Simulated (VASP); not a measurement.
Cd2S, 3 atoms in the cell. Symmetry: P3m1, No. 156, trigonal system. The conventional cell has a = 3.963 Å, b = 3.963 Å, c = 5.809 Å, α = 90.00°, β = 90.00°, γ = 120.00°. Within 3.3 Å of Cd (site symmetry 3m) lie 2 S at 2.52 to 3.29 Å and 3 Cd at 3.08 Å. Within 3.4 Å of Cd (site symmetry 3m) lie 3 S at 2.60 Å and 3 Cd at 3.08 Å. Within 3.3 Å of S (site symmetry 3m) lie 5 Cd at 2.52 to 3.29 Å. 

| Item | Value |
| --- | --- |
| Program | VASP 6.6.1 |
| Task | single point |
| Functional | PBE |
| Potentials or basis | VASP PAW PBE potentials, release 64 (Cd, S) |
| Cutoff | 520 eV |
| k mesh | 5 × 5 × 3 |
| Occupations | fermi-dirac, width 0.03 eV |
| Spin | no spin polarisation |
| Dipole correction | no |
| Further INCAR settings | ALGO = Normal; EDIFF = 1e-07; NBANDS = 22 |

Potentials or basis: VASP PAW PBE potentials, release 64 (Cd, S).

Command:

```console
$ cat potpaw_PBE.64/Cd/POTCAR potpaw_PBE.64/S/POTCAR > POTCAR
$ mpirun -np 1 vasp_std > vasp.out
```

Hardware: 1 thread of Intel(R) Xeon(R) Platinum 8488C (Sapphire Rapids), with other jobs on the host.

Q: How long does it take, and how much memory?

A: Wall time 17 s on 1 thread of Intel(R) Xeon(R) Platinum 8488C (Sapphire Rapids), on a shared host, peak memory 0.19 GiB. Counts: scf iterations 15, k points 12.
